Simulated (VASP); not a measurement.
# MoS2 (P-3m1) in VASP: settings compared, part 3 of 3

VASP 6.6.1. Earlier steps stand in the parts before.

## Step 6: Single point, LDA

This run uses another cell than the first one, of 20.12 Å³/atom.

The input, INCAR:

```
  ALGO = Normal
  EDIFF = 1E-6
  ENCUT = 520
  ISIF = 2
  ISMEAR = -1
  LASPH = T
  LCHARG = T
  LELF = T
  LREAL = F
  LVHAR = T
  LWAVE = F
  NBANDS = 20
  NELM = 80
  PREC = Accurate
  SIGMA = 0.05
```

The input, KPOINTS:

```
k-points
0
Gamma
  9 9 4
```

The input, POSCAR:

```
MoS2
1.0
    3.2907642509      0.0000000000      0.0000000000
   -1.6453821255      2.8498854391      0.0000000000
    0.0000000000      0.0000000000      6.4362788402
Mo S
1 2
Direct
    0.0000000000      0.0000000000      0.5000000000
    0.6666666667      0.3333333333      0.7446806800
    0.3333333333      0.6666666667      0.2553193200
```

Potentials or basis: VASP PAW LDA potentials, release 64 (Mo_sv, S).

On the command line:

```bash
$ cat potpaw_LDA.64/Mo_sv/POTCAR potpaw_LDA.64/S/POTCAR > POTCAR
$ mpirun -np 1 vasp_std > vasp.out
```

OUTCAR:

```text
EDIFF = 1E-6
   ENCUT = 520
   ISIF = 2
   ISMEAR = -1
   LASPH = T
   LREAL = F
   NELM = 80
   PREC = Accurate

 ion  position               nearest neighbor table
   1  0.000  0.000  0.500-   2 2.47   3 2.47   3 2.47   2 2.47   2 2.47   3 2.47
   2  0.667  0.333  0.745-   1 2.47   1 2.47   1 2.47
   3  0.333  0.667  0.255-   1 2.47   1 2.47   1 2.47

  LATTYP: Found a hexagonal cell.
 ALAT       =     3.2907642509
 C/A-ratio  =     1.9558614199

  Lattice vectors:

 A1 = (   3.2907642509,   0.0000000000,   0.0000000000)
 A2 = (  -1.6453821255,   2.8498854391,   0.0000000000)
 A3 = (   0.0000000000,   0.0000000000,   6.4362788402)

Analysis of symmetry for initial positions (statically):
=====================================================================
 Subroutine PRICEL returns:
 Original cell was already a primitive cell.

 Routine SETGRP: Setting up the symmetry group for a
 hexagonal supercell.

 Subroutine GETGRP returns: Found 12 space group operations
 (whereof 12 operations were pure point group operations)
 out of a pool of 24 trial point group operations.

The static configuration has the point symmetry D_3d.

Analysis of symmetry for dynamics (positions and initial velocities):
=====================================================================
 Subroutine PRICEL returns:
 Original cell was already a primitive cell.

 Routine SETGRP: Setting up the symmetry group for a
 hexagonal supercell.

 Subroutine GETGRP returns: Found 12 space group operations
 (whereof 12 operations were pure point group operations)
 out of a pool of 24 trial point group operations.

The dynamic configuration has the point symmetry D_3d.

 Subroutine INISYM returns: Found 12 space group operations
 (whereof 12 operations are pure point group operations),
 and found     1 'primitive' translations

----------------------------------------------------------------------------------------

                                     Primitive cell

  volume of cell :      60.3614

  direct lattice vectors                    reciprocal lattice vectors
     3.290764251  0.000000000  0.000000000     0.303880778  0.175445649  0.000000000
    -1.645382126  2.849885439  0.000000000     0.000000000  0.350891298  0.000000000
     0.000000000  0.000000000  6.436278840     0.000000000  0.000000000  0.155369279

  length of vectors
     3.290764251  3.290764251  6.436278840     0.350891298  0.350891298  0.155369279

  position of ions in fractional coordinates (direct lattice)
     0.000000000  0.000000000  0.500000000
     0.666666667  0.333333333  0.744680680
     0.333333333  0.666666667  0.255319320

  ion indices of the primitive-cell ions
   primitive index   ion index
                 1           1
                 2           2
                 3           3

----------------------------------------------------------------------------------------

 KPOINTS: k-points

Automatic generation of k-mesh.
 Grid dimensions read from file:
 generate k-points for:    9    9    4

 Generating k-lattice:

  Cartesian coordinates                     Fractional coordinates (reciprocal lattice)
     0.033764531  0.019493961  0.000000000     0.111111111 -0.000000000  0.000000000
     0.000000000  0.038987922  0.000000000     0.000000000  0.111111111  0.000000000
     0.000000000  0.000000000  0.038842320     0.000000000  0.000000000  0.250000000

  Length of vectors
     0.038987922  0.038987922  0.038842320

  Shift w.r.t. Gamma in fractional coordinates (k-lattice)
     0.000000000  0.000000000  0.000000000

 Subroutine IBZKPT returns following result:
 ===========================================

 Found     43 irreducible k-points:

 Following reciprocal coordinates:
            Coordinates               Weight
  0.000000  0.000000  0.000000      1.000000
  0.111111  0.000000  0.000000      6.000000
  0.222222  0.000000  0.000000      6.000000
  0.333333 -0.000000  0.000000      6.000000
  0.444444  0.000000  0.000000      6.000000
  0.111111  0.111111  0.000000      6.000000
[... 16 lines left out ...]
  0.222222  0.111111  0.250000     12.000000
 -0.111111  0.333333  0.250000     12.000000
 [... further k-points ...]
   k-points           NKPTS =     43   k-points in BZ     NKDIM =     43   number of bands    NBANDS=     20
   number of dos      NEDOS =    301   number of ions     NIONS =      3
   total plane-waves  NPLWV =  27648
   dimension x,y,z NGX =    24 NGY =   24 NGZ =   48
   dimension x,y,z NGXF=    48 NGYF=   48 NGZF=   96
   ions per type =               1   2
   NGX,Y,Z   is equivalent  to a cutoff of  12.12, 12.12, 12.40 a.u.
   NGXF,Y,Z  is equivalent  to a cutoff of  24.25, 24.25, 24.80 a.u.
 SYSTEM =  unknown system
   PREC   = accura    normal or accurate (medium, high low for compatibility)
   ISTART =      0    job   : 0-new  1-cont  2-samecut
   ICHARG =      2    charge: 1-file 2-atom 10-const
   ISPIN  =      1    spin polarized calculation?
   LNONCOLLINEAR =      F non collinear calculations
   LSORBIT =      F    spin-orbit coupling
   LASPH  =      T    aspherical Exc in radial PAW
   ENCUT  =  520.0 eV  38.22 Ry    6.18 a.u.   6.12  6.12 11.97*2*pi/ulx,y,z
   NELM   =     80;   NELMIN=  2; NELMDL= -5     # of ELM steps
   EDIFF  = 0.1E-05   stopping-criterion for ELM
   LREAL  =      F    real-space projection
[... 7 lines left out ...]
   TEBEG  =    0.0;   TEEND  =   0.0 temperature during run
   PSTRESS=    0.0 pullay stress
   NELECT =      26.0000    total number of electrons
   NUPDOWN=      -1.0000    fix difference up-down
   EMIN   =  10.00;   EMAX   =-10.00  energy-range for DOS
   EFERMI =   0.00;   METHOD = LEGACY
   ISMEAR =    -1;   SIGMA  =   0.05  broadening in eV -4-tet -1-fermi 0-gaus
   EFERMI_NEDOS =   21; number of points for ismear=-14 and -15
   IALGO  =     38    algorithm
   IMIX   =      4    mixing-type and parameters
     AMIX     =   0.40;   BMIX     =  1.00
     AMIX_MAG =   1.60;   BMIX_MAG =  1.00
  volume/ion in A,a.u.               =      20.12       135.78
  Fermi-wavevector in a.u.,A,eV,Ry     =   1.236364  2.336389 20.797803  1.528595
  Thomas-Fermi vector in A             =   2.370975
   LORBIT       =      0    0 simple, 1 ext, 2 COOP (PROOUT), +10 PAW based schemes
   GGA     = CA    functional components
   LHFCALC =     F    Hartree Fock is set to
   AEXX    =    0.0000 exact exchange contribution
   IVDW    =     0    specifies the selected vdW correction
   LEPSILON=     F    determine dielectric tensor
   LRPA    =     F    only Hartree local field effects (RPA)
 non-spin polarized calculation
  energy-cutoff  :      520.00
  volume of cell :       60.36
 maximum number of plane-waves:      1644
   NGX = 13   NGY = 13   NGZ = 23

 number of electron      26.0000001 magnetization

 Free energy of the ion-electron system (eV)
  ---------------------------------------------------
  ext. energy  EPLUGINS =         0.00000000
  ---------------------------------------------------
  free energy    TOTEN  =       -23.35842742 eV

  energy without entropy =      -23.34856053  energy(sigma->0) =      -23.35349397

 E-fermi :   6.0226     XC(G=0): -10.4989

 val. band max:        5.9976329754   @ k =   0.1111   0.0000   0.0000
 cond. band min:       6.0232980848   @ k =   0.3333   0.2222   0.0000
 fundamental gap:      0.0256651094
 Fermi energy:         6.0225569302

 k-point     1 :       0.0000    0.0000    0.0000
  band No.  band energies     occupation
      1     -55.4096      2.00000
      2     -29.6034      2.00000
      3     -29.6034      2.00000
      4     -29.5881      2.00000
      5      -8.3459      2.00000
      6      -7.0454      2.00000
[... 12 lines left out ...]
     19      12.0055      0.00000
     20      15.5617      0.00000

 k-point     2 :       0.1111    0.0000    0.0000
  band No.  band energies     occupation
      1     -55.4068      2.00000
      2     -29.6346      2.00000
      3     -29.6106      2.00000
      4     -29.5822      2.00000
      5      -8.1769      2.00000
      6      -7.0048      2.00000
[... 498 lines left out ...]
 k-point    24 :      -0.1111    0.3333    0.2500
  band No.  band energies     occupation
      1     -55.3941      2.00000
      2     -29.7631      2.00000
      3     -29.6523      2.00000
      4     -29.5556      2.00000
      5      -7.2467      2.00000
      6      -6.8907      2.00000
[... 12 lines left out ...]
     19      13.8792      0.00000
     20      14.3855      0.00000

 [... further k-points ...]

------------------------ aborting loop because EDIFF is reached ----------------------------------------

  FORCE on cell =-STRESS in cart. coord.  units (eV):
  Direction    XX          YY          ZZ          XY          YZ          ZX
  --------------------------------------------------------------------------------------
  -------------------------------------------------------------------------------------
  Total       -4.8470477     -4.8470477     -3.9824133      0.0000000     -0.0000000     -0.0000000
  in kB     -128.6556460   -128.6556460   -105.7055742      0.0000000     -0.0000000     -0.0000000
  external PRESSURE =    -121.0056221 kB  Pullay stress =       0.0000000 kB

 VOLUME and BASIS-vectors are now :
 -----------------------------------------------------------------------------
  energy-cutoff  :      520.00
  volume of cell :       60.36
      direct lattice vectors                 reciprocal lattice vectors
     3.290764251  0.000000000  0.000000000     0.303880778  0.175445649  0.000000000
    -1.645382126  2.849885439  0.000000000     0.000000000  0.350891298  0.000000000
     0.000000000  0.000000000  6.436278840     0.000000000  0.000000000  0.155369279

 POSITION                                       TOTAL-FORCE (eV/Angst)
 -----------------------------------------------------------------------------------
      0.00000      0.00000      3.21814         0.000000      0.000000      0.000000
      1.64538      0.94996      4.79297         0.000000      0.000000     -0.965138
     -0.00000      1.89992      1.64331         0.000000     -0.000000      0.965138
 -----------------------------------------------------------------------------------
    total drift:                                0.000000     -0.000000      0.000000

  FREE ENERGIE OF THE ION-ELECTRON SYSTEM (eV)
  ---------------------------------------------------
  free  energy   TOTEN  =       -23.3584274219 eV

  energy  without entropy=      -23.3485605278  energy(sigma->0) =      -23.35349397
```

OSZICAR:

```text
N       E                     dE             d eps       ncg     rms          rms(c)
DAV:   1     0.198722244992E+03    0.19872E+03   -0.14671E+04  1832   0.121E+03
DAV:   2    -0.165401607144E+02   -0.21526E+03   -0.20989E+03  2036   0.318E+02
DAV:   3    -0.250511171570E+02   -0.85110E+01   -0.84165E+01  2124   0.607E+01
DAV:   4    -0.251647683946E+02   -0.11365E+00   -0.11347E+00  2048   0.731E+00
DAV:   5    -0.251669216567E+02   -0.21533E-02   -0.21528E-02  2184   0.962E-01    0.202E+01
DAV:   6    -0.241173274146E+02    0.10496E+01   -0.18868E+01  1844   0.234E+01    0.889E+00
DAV:   7    -0.235091619298E+02    0.60817E+00   -0.78501E+00  1836   0.151E+01    0.538E+00
DAV:   8    -0.233610670743E+02    0.14809E+00   -0.80801E-01  1928   0.507E+00    0.137E+00
DAV:   9    -0.233599768276E+02    0.10902E-02   -0.23666E-02  2004   0.924E-01    0.468E-01
DAV:  10    -0.233585154733E+02    0.14614E-02   -0.10989E-02  1940   0.652E-01    0.109E-01
DAV:  11    -0.233584425330E+02    0.72940E-04   -0.58153E-04  1940   0.156E-01    0.574E-02
DAV:  12    -0.233584306066E+02    0.11926E-04   -0.40346E-05  1988   0.390E-02    0.251E-02
DAV:  13    -0.233584274327E+02    0.31740E-05   -0.37737E-05  1940   0.355E-02    0.824E-03
DAV:  14    -0.233584274219E+02    0.10743E-07   -0.26540E-06  1428   0.105E-02
   1 F= -.23358427E+02 E0= -.23353494E+02  d E =-.986689E-02
```

Wall time 54 s (1 thread of Intel Xeon 8259CL, shared host); peak memory 0.18 GiB.

Results:

```
Free energy            : -23.3584 eV
Pressure               : -12.1 GPa
Largest force          : 0.965 eV/Å
Band gap on the k mesh : zero (bands 13 and 14 overlap by 0.96 eV)
```

Forces on the atoms (eV/Å):
```
Mo   0.000  0.000  0.000
S    0.000  0.000 -0.965
S    0.000  0.000  0.965
```

Stress tensor (GPa, compression positive):
```
-12.87   0.00   0.00
  0.00 -12.87   0.00
  0.00   0.00 -10.57
```

Caveat: the cell stands under tension.

## Step 7: The runs side by side

| level | potentials or basis | cell | gap on the mesh (eV) | pressure (GPa) | largest force (eV/Å) |
| --- | --- | --- | --- | --- | --- |
| revPBE | VASP PAW PBE potentials, release 64 (Mo_sv, S) | a = 3.227, b = 3.227, c = 6.312 Å, angles 90.0, 90.0, 120.0°, 3 atoms | none | 2.8 | 0.32 |
| LDA | VASP PAW LDA potentials, release 64 (Mo_sv, S) | a = 3.227, b = 3.227, c = 6.312 Å, angles 90.0, 90.0, 120.0°, 3 atoms | none | -5.9 | 0.13 |
| LDA | VASP PAW LDA potentials, release 64 (Mo_sv, S) | a = 3.249, b = 3.249, c = 6.354 Å, angles 90.0, 90.0, 120.0°, 3 atoms | none | -8.2 | 0.43 |
| LDA | VASP PAW LDA potentials, release 64 (Mo_sv, S) | a = 3.270, b = 3.270, c = 6.396 Å, angles 90.0, 90.0, 120.0°, 3 atoms | none | -10.3 | 0.71 |
| LDA | VASP PAW LDA potentials, release 64 (Mo_sv, S) | a = 3.291, b = 3.291, c = 6.436 Å, angles 90.0, 90.0, 120.0°, 3 atoms | none | -12.1 | 0.97 |

Alike in all rows: task single point; no spin polarisation; k mesh 9 × 9 × 4; cutoff (eV) 520; smearing fermi-dirac 0.05 eV.

Caveats: the cell stands under tension (at least some runs); the PAW data sets were made with another functional, which shifts forces and pressure a little (at least some runs); this functional lacks dispersion, which binds the layers, so the pressure and a relaxed spacing across them are unreliable (at least some runs).

Absolute energies hang on the potentials; compare differences alone.
